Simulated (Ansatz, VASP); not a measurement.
## One calculation of MgSnO2, two programs

```
CELL_PARAMETERS angstrom
4.29196 0.00000 0.00000
0.00000 4.29196 0.00000
0.00000 0.00000 3.00416
ATOMIC_POSITIONS crystal
Mg 0.50000 0.50000 0.50000
Sn 0.00000 0.00000 0.00000
O 0.50000 0.00000 0.00000
O 0.00000 0.50000 0.00000
```

Alike in both runs: functional PBE; k mesh 12 × 12 × 16; occupations gaussian, width 0.1 eV; no spin polarisation.

Ansatz relaxed the structure, and its values are those at the end. VASP's run is a single point on that final structure, the one shown.

|  | VASP | Ansatz |
| --- | --- | --- |
| version | VASP 6.6.1 | Ansatz 0.2.0 |
| potentials or method | VASP PAW PBE potentials, release 64 (Mg, Sn_d, O), cutoff 520 eV | scalar-relativistic, plane waves, PAW |
| valence electrons in the cell | 28 | 36 |

```csv
,VASP,Ansatz,Ansatz less VASP
gap on the k mesh at the Fermi level (eV),none,none,-
pressure (GPa),0.1,0.0,-0.02
```

A gap of «none» marks a metal or a gap that the smearing closes. VASP's potentials hold 28 valence electrons a cell and Ansatz's 36, so a difference there can come from the potentials and not from the codes.
